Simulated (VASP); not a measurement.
# Ca3Si2N: single point with PBE

Crystal: Ca3Si2N.

```
Ca Si N
1.0
     0.00000    7.47236    5.12221
     2.50260    0.00000    5.12221
     2.50260    7.47236    0.00000
Ca Si N
3 2 1
Cartesian
  2.5026 9.6775 5.1222
  2.5026 5.2672 5.1222
  0.0000 0.0000 0.0000
  1.2513 0.0000 2.5611
  1.2513 7.4724 2.5611
  2.5026 7.4724 5.1222
```

The cell was generated, and may not be a known phase.

```
Program                : VASP 6.6.1
Task                   : single point
Functional             : PBE
Potentials or basis    : VASP PAW PBE potentials, release 64 (Ca_sv, Si, N)
Cutoff                 : 520 eV
k mesh                 : 4 × 4 × 4
Occupations            : gaussian, width 0.1 eV
Spin                   : no spin polarisation
Dipole correction      : no
Further INCAR settings : ALGO = Normal; EDIFF = 1e-07; NBANDS = 30
```

| Quantity | Value |
| --- | --- |
| Pressure | 0.1 GPa |
| Largest force | 0.033 eV/Å |
| Band gap on the k mesh | zero (an odd number of electrons rules out a gap without spin polarisation) |

Forces on the atoms (eV/Å):
```
Ca   0.000  0.033  0.000
Ca   0.000 -0.033  0.000
Ca   0.000  0.000  0.000
Si   0.000  0.000  0.000
Si   0.000  0.000  0.000
N    0.000  0.000  0.000
```

Stress tensor (GPa, compression positive):
```
0.14 0.00 0.00
0.00 0.15 0.00
0.00 0.00 0.04
```

Levels at points of the mesh, in eV from the Fermi level:
| k point | band 19 | band 20 | band 21 | band 22 | band 23 | band 24 |
| --- | --- | --- | --- | --- | --- | --- |
| (0.00, 0.00, 0.00) | -2.48 | -1.88 | -1.66 | 1.25 | 1.34 | 1.49 |
| (0.50, 0.00, 0.00) | -1.23 | -1.12 | -0.28 | 0.10 | 0.37 | 1.14 |
| (0.50, 0.50, 0.00) | -2.03 | -1.68 | -1.13 | -0.70 | 0.14 | 0.29 |
| (0.50, 0.00, 0.50) | -2.50 | -1.67 | -0.39 | -0.28 | 1.57 | 1.79 |
| (0.00, 0.50, 0.50) | -1.85 | -1.64 | -1.17 | -0.67 | 0.12 | 0.41 |

Wall time 3.2 min on 1 thread of Intel(R) Xeon(R) Platinum 8488C (Sapphire Rapids), with other jobs on the host, peak memory 0.46 GiB.

Caveat: the k points lie up to 0.36 Å⁻¹ apart, too coarse for converged energies and pressures of a metal; an odd number of electrons without spin polarisation forces a metal; a magnetic or distorted state may lie lower.
